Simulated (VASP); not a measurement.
# Tl4Zn (I4/mmm) in VASP: single point with PBE

Aim: the single point of Tl4Zn with PBE.

Program: VASP 6.6.1. These are calculated values, not measurements. Logs are shortened: lines on timing, memory, paths and dates and some standing lists are left out, and cuts for length are marked.

## 1. The cell of the first run

The structure is tetragonal, space group I4/mmm (No. 139). The conventional cell has a = 4.393 Å, b = 4.393 Å, c = 17.101 Å, α = 90.00°, β = 90.00°, γ = 90.00°. Within 4.6 Å of Zn (site symmetry 4/mmm) lie 8 Tl at 3.48 Å and 4 Zn at 4.39 Å. Within 4.1 Å of Tl (site symmetry -4m2) lie 8 Tl at 3.11 to 3.48 Å. Within 4.1 Å of Tl (site symmetry 4mm) lie 5 Tl at 3.14 to 3.48 Å and 4 Zn at 3.48 Å.

## 2. Single point, PBE

INCAR reads:

```
  PREC = Accurate
  ENCUT = 520
  EDIFF = 1E-6
  ISMEAR = -1
  SIGMA = 0.1
  LREAL = False
  LASPH = True
  NELM = 60
  ALGO = Normal
  ISIF = 2
  LWAVE = False
  LCHARG = True
  GGA = PE
  LELF = True
  LVHAR = True
  NBANDS = 40
```

KPOINTS reads:

```
Automatic mesh
0
Gamma
  7 7 7
```

POSCAR reads:

```
Tl4Zn
1.0
    0.0000000000      4.3929883238      0.0000000000
    4.3929883238      0.0000000000      0.0000000000
    2.1964941619      2.1964941619     -8.5504341255
Zn Tl
1 4
Direct
    0.0000000000      0.0000000000      0.0000000000
    0.7500000000      0.2500000000      0.5000000000
    0.2500000000      0.7500000000      0.5000000000
    0.4081079881      0.4081079881      0.1837840237
    0.5918920119      0.5918920119      0.8162159763
```

Potentials or basis: VASP PAW PBE potentials, release 64 (Zn, Tl_d).

The run is started by

```sh
$ cat potpaw_PBE.64/Zn/POTCAR potpaw_PBE.64/Tl_d/POTCAR > POTCAR
$ mpirun -np 1 vasp_std > vasp.out
```

OUTCAR:

```text
PREC = Accurate
   ENCUT = 520
   EDIFF = 1E-6
   ISMEAR = -1
   LREAL = False
   LASPH = True
   NELM = 60
   ISIF = 2
   GGA = PE

 ion  position               nearest neighbor table
   1  0.000  0.000  0.000-   4 3.48   5 3.48   5 3.48   5 3.48   4 3.48   4 3.48   5 3.48   4 3.48

   2  0.750  0.250  0.500-   3 3.11   3 3.11   3 3.11   3 3.11   4 3.48   5 3.48   4 3.48   5 3.48

   3  0.250  0.750  0.500-   2 3.11   2 3.11   2 3.11   2 3.11   5 3.48   4 3.48   4 3.48   5 3.48

   4  0.408  0.408  0.184-   5 3.14   1 3.48   1 3.48   1 3.48   1 3.48   3 3.48   2 3.48   3 3.48
                             2 3.48
   5  0.592  0.592  0.816-   4 3.14   1 3.48   1 3.48   1 3.48   1 3.48   2 3.48   3 3.48   2 3.48
                             3 3.48

  LATTYP: Found a body centered tetragonal cell.
 ALAT       =     4.3929883238
 C/A-ratio  =     3.8927643305

  Lattice vectors:

 A1 = (  -2.1964941619,   2.1964941619,   8.5504341255)
 A2 = (   2.1964941619,  -2.1964941619,   8.5504341255)
 A3 = (   2.1964941619,   2.1964941619,  -8.5504341255)

Analysis of symmetry for initial positions (statically):
=====================================================================
 Subroutine PRICEL returns:
 Original cell was already a primitive cell.

 Routine SETGRP: Setting up the symmetry group for a
 body centered tetragonal supercell.

 Subroutine GETGRP returns: Found 16 space group operations
 (whereof 16 operations were pure point group operations)
 out of a pool of 16 trial point group operations.

The static configuration has the point symmetry D_4h.

Analysis of symmetry for dynamics (positions and initial velocities):
=====================================================================
 Subroutine PRICEL returns:
 Original cell was already a primitive cell.

 Routine SETGRP: Setting up the symmetry group for a
 body centered tetragonal supercell.

 Subroutine GETGRP returns: Found 16 space group operations
 (whereof 16 operations were pure point group operations)
 out of a pool of 16 trial point group operations.

The dynamic configuration has the point symmetry D_4h.

 Subroutine INISYM returns: Found 16 space group operations
 (whereof 16 operations are pure point group operations),
 and found     1 'primitive' translations

----------------------------------------------------------------------------------------

                                     Primitive cell

  volume of cell :     165.0092

  direct lattice vectors                    reciprocal lattice vectors
     0.000000000  4.392988324  0.000000000     0.000000000  0.227635479  0.058476563
     4.392988324  0.000000000  0.000000000     0.227635479  0.000000000  0.058476563
     2.196494162  2.196494162 -8.550434126     0.000000000  0.000000000 -0.116953126

  length of vectors
     4.392988324  4.392988324  9.097202699     0.235026423  0.235026423  0.116953126

  position of ions in fractional coordinates (direct lattice)
     0.000000000  0.000000000  0.000000000
     0.750000000  0.250000000  0.500000000
     0.250000000  0.750000000  0.500000000
     0.408107988  0.408107988  0.183784024
     0.591892012  0.591892012  0.816215976

  ion indices of the primitive-cell ions
   primitive index   ion index
                 1           1
                 2           2
                 3           3
                 4           4
                 5           5

----------------------------------------------------------------------------------------

 KPOINTS: Automatic mesh

Automatic generation of k-mesh.
 Grid dimensions read from file:
 generate k-points for:    7    7    7

 Generating k-lattice:

  Cartesian coordinates                     Fractional coordinates (reciprocal lattice)
     0.000000000  0.032519354  0.008353795     0.142857143  0.000000000  0.000000000
     0.032519354  0.000000000  0.008353795     0.000000000  0.142857143  0.000000000
     0.000000000  0.000000000 -0.016707589     0.000000000  0.000000000  0.142857143

  Length of vectors
     0.033575203  0.033575203  0.016707589

  Shift w.r.t. Gamma in fractional coordinates (k-lattice)
     0.000000000  0.000000000  0.000000000

 Subroutine IBZKPT returns following result:
 ===========================================

 Found     40 irreducible k-points:

 Following reciprocal coordinates:
            Coordinates               Weight
  0.000000  0.000000  0.000000      1.000000
  0.142857  0.000000  0.000000      8.000000
  0.285714  0.000000  0.000000      8.000000
  0.428571  0.000000  0.000000      8.000000
  0.142857  0.142857  0.000000      8.000000
  0.285714  0.142857  0.000000     16.000000
[... 16 lines left out ...]
  0.285714  0.285714  0.142857      8.000000
  0.428571  0.285714  0.142857     16.000000
 [... further k-points ...]
   k-points           NKPTS =     40   k-points in BZ     NKDIM =     40   number of bands    NBANDS=     40
   number of dos      NEDOS =    301   number of ions     NIONS =      5
   total plane-waves  NPLWV =  90720
   dimension x,y,z NGX =    36 NGY =   36 NGZ =   70
   dimension x,y,z NGXF=    72 NGYF=   72 NGZF=  140
   ions per type =               1   4
   NGX,Y,Z   is equivalent  to a cutoff of  13.62, 13.62, 12.79 a.u.
   NGXF,Y,Z  is equivalent  to a cutoff of  27.25, 27.25, 25.58 a.u.
 SYSTEM =  unknown system
   PREC   = accura    normal or accurate (medium, high low for compatibility)
   ISTART =      0    job   : 0-new  1-cont  2-samecut
   ICHARG =      2    charge: 1-file 2-atom 10-const
   ISPIN  =      1    spin polarized calculation?
   LNONCOLLINEAR =      F non collinear calculations
   LSORBIT =      F    spin-orbit coupling
   LASPH  =      T    aspherical Exc in radial PAW
   ENCUT  =  520.0 eV  38.22 Ry    6.18 a.u.   8.17  8.17 16.91*2*pi/ulx,y,z
   NELM   =     60;   NELMIN=  2; NELMDL= -5     # of ELM steps
   EDIFF  = 0.1E-05   stopping-criterion for ELM
   LREAL  =      F    real-space projection
   EDIFFG = 0.1E-04   stopping-criterion for IOM
   NSW    =      0    number of steps for IOM
   IBRION =     -1    ionic relax: 0-MD 1-quasi-New 2-CG
   NFREE  =      0    steps in history (QN), initial steepest desc. (CG)
   ISIF   =      2    stress and relaxation
   ISYM   =      2    0-nonsym 1-usesym 2-fastsym
   POTIM  = 0.5000    time-step for ionic-motion
   TEBEG  =    0.0;   TEEND  =   0.0 temperature during run
   PSTRESS=    0.0 pullay stress
   NELECT =      64.0000    total number of electrons
   NUPDOWN=      -1.0000    fix difference up-down
   EMIN   =  10.00;   EMAX   =-10.00  energy-range for DOS
   EFERMI =   0.00;   METHOD = LEGACY
   ISMEAR =    -1;   SIGMA  =   0.10  broadening in eV -4-tet -1-fermi 0-gaus
   EFERMI_NEDOS =   21; number of points for ismear=-14 and -15
   IALGO  =     38    algorithm
   IMIX   =      4    mixing-type and parameters
     AMIX     =   0.40;   BMIX     =  1.00
     AMIX_MAG =   1.60;   BMIX_MAG =  1.00
  volume/ion in A,a.u.               =      33.00       222.71
  Fermi-wavevector in a.u.,A,eV,Ry     =   1.193893  2.256131 19.393479  1.425380
  Thomas-Fermi vector in A             =   2.329896
   LORBIT       =      0    0 simple, 1 ext, 2 COOP (PROOUT), +10 PAW based schemes
   GGA     = PE    functional components
[... 5 lines left out ...]
 non-spin polarized calculation
  energy-cutoff  :      520.00
  volume of cell :      165.01
 maximum number of plane-waves:      4475
 NGX is ok and might be reduce to    36
   NGX = 17   NGY = 17   NGZ = 33

 number of electron      64.0000009 magnetization

 Free energy of the ion-electron system (eV)
  ---------------------------------------------------
  ext. energy  EPLUGINS =         0.00000000
  ---------------------------------------------------
  free energy    TOTEN  =        -8.85343499 eV

  energy without entropy =       -8.76435907  energy(sigma->0) =       -8.80889703

 E-fermi :   4.0873     XC(G=0):  -9.1209

 val. band max:        4.0846195922   @ k =  -0.4286   0.0000   0.1429
 cond. band min:       4.0985614862   @ k =   0.0000   0.0000   0.4286
 fundamental gap:      0.0139418940
 Fermi energy:         4.0873099173

 k-point     1 :       0.0000    0.0000    0.0000
  band No.  band energies     occupation
      1      -8.2369      2.00000
      2      -7.9763      2.00000
      3      -7.9042      2.00000
      4      -7.7495      2.00000
      5      -7.7495      2.00000
      6      -7.6195      2.00000
[... 32 lines left out ...]
     39       8.8471      0.00000
     40       8.8471      0.00000

 k-point     2 :       0.1429    0.0000    0.0000
  band No.  band energies     occupation
      1      -8.1771      2.00000
      2      -7.9296      2.00000
      3      -7.8592      2.00000
      4      -7.7333      2.00000
      5      -7.7312      2.00000
      6      -7.6108      2.00000
[... 32 lines left out ...]
     39       8.9109      0.00000
     40       8.9282      0.00000

 k-point     3 :       0.2857    0.0000    0.0000
  band No.  band energies     occupation
      1      -8.0036      2.00000
      2      -7.8112      2.00000
      3      -7.7615      2.00000
      4      -7.6800      2.00000
      5      -7.6645      2.00000
      6      -7.5862      2.00000
[... 32 lines left out ...]
     39       8.9332      0.00000
     40       9.4219      0.00000

 k-point     4 :       0.4286    0.0000    0.0000
  band No.  band energies     occupation
      1      -7.7392      2.00000
      2      -7.7293      2.00000
      3      -7.6451      2.00000
      4      -7.6085      2.00000
      5      -7.5525      2.00000
      6      -7.5165      2.00000
[... 32 lines left out ...]
     39       8.2321      0.00000
     40       8.9506      0.00000
[... 772 lines left out ...]
     39       8.5548      0.00000
     40       9.2667      0.00000

 k-point    23 :       0.2857    0.2857    0.1429
  band No.  band energies     occupation
      1      -8.0389      2.00000
      2      -7.8023      2.00000
      3      -7.6809      2.00000
      4      -7.5936      2.00000
      5      -7.5816      2.00000
      6      -7.5604      2.00000
[... 32 lines left out ...]
     39       7.9307      0.00000
     40       9.3246      0.00000

 k-point    24 :       0.4286    0.2857    0.1429
  band No.  band energies     occupation
      1      -7.9529      2.00000
      2      -7.7938      2.00000
      3      -7.7833      2.00000
      4      -7.6981      2.00000
      5      -7.5787      2.00000
      6      -7.5414      2.00000
[... 32 lines left out ...]
     39       7.8547      0.00000
     40       9.2678      0.00000

 [... further k-points ...]

------------------------ aborting loop because EDIFF is reached ----------------------------------------

  FORCE on cell =-STRESS in cart. coord.  units (eV):
  Direction    XX          YY          ZZ          XY          YZ          ZX
  --------------------------------------------------------------------------------------
  -------------------------------------------------------------------------------------
  Total       -0.0374826     -0.0374826     -0.0218055      0.0000000      0.0000000      0.0000000
  in kB       -0.3639421     -0.3639421     -0.2117230      0.0000000      0.0000000      0.0000000
  external PRESSURE =      -0.3132024 kB  Pullay stress =       0.0000000 kB

 VOLUME and BASIS-vectors are now :
 -----------------------------------------------------------------------------
  energy-cutoff  :      520.00
  volume of cell :      165.01
      direct lattice vectors                 reciprocal lattice vectors
     0.000000000  4.392988324  0.000000000     0.000000000  0.227635479  0.058476563
     4.392988324  0.000000000  0.000000000     0.227635479  0.000000000  0.058476563
     2.196494162  2.196494162 -8.550434126     0.000000000  0.000000000 -0.116953126

 POSITION                                       TOTAL-FORCE (eV/Angst)
 -----------------------------------------------------------------------------------
      0.00000      0.00000      0.00000        -0.000000     -0.000000      0.000000
      2.19649      4.39299     -4.27522         0.000000     -0.000000     -0.000000
      4.39299      2.19649     -4.27522        -0.000000      0.000000      0.000000
      2.19649      2.19649     -1.57143         0.000000      0.000000     -0.002548
      4.39299      4.39299     -6.97900        -0.000000     -0.000000      0.002548
 -----------------------------------------------------------------------------------
    total drift:                               -0.000000      0.000000     -0.000000

  FREE ENERGIE OF THE ION-ELECTRON SYSTEM (eV)
  ---------------------------------------------------
  free  energy   TOTEN  =        -8.8534349875 eV

  energy  without entropy=       -8.7643590723  energy(sigma->0) =       -8.80889703
```

It took 4 min on 1 thread of AMD EPYC 7R43 (Zen 3), shared host; peak memory 0.37 GiB.

What came out:

* Free energy: -8.8534 eV
* Pressure: 0.0 GPa
* Band gap on the k mesh: zero (bands 32 and 33 overlap by 2.60 eV)

Forces on the atoms (eV/Å):
```
Zn   0.000  0.000  0.000
Tl   0.000  0.000  0.000
Tl   0.000  0.000  0.000
Tl   0.000  0.000 -0.003
Tl   0.000  0.000  0.003
```

Caveat: spin-orbit coupling is left out, which moves the levels of the heavy elements.
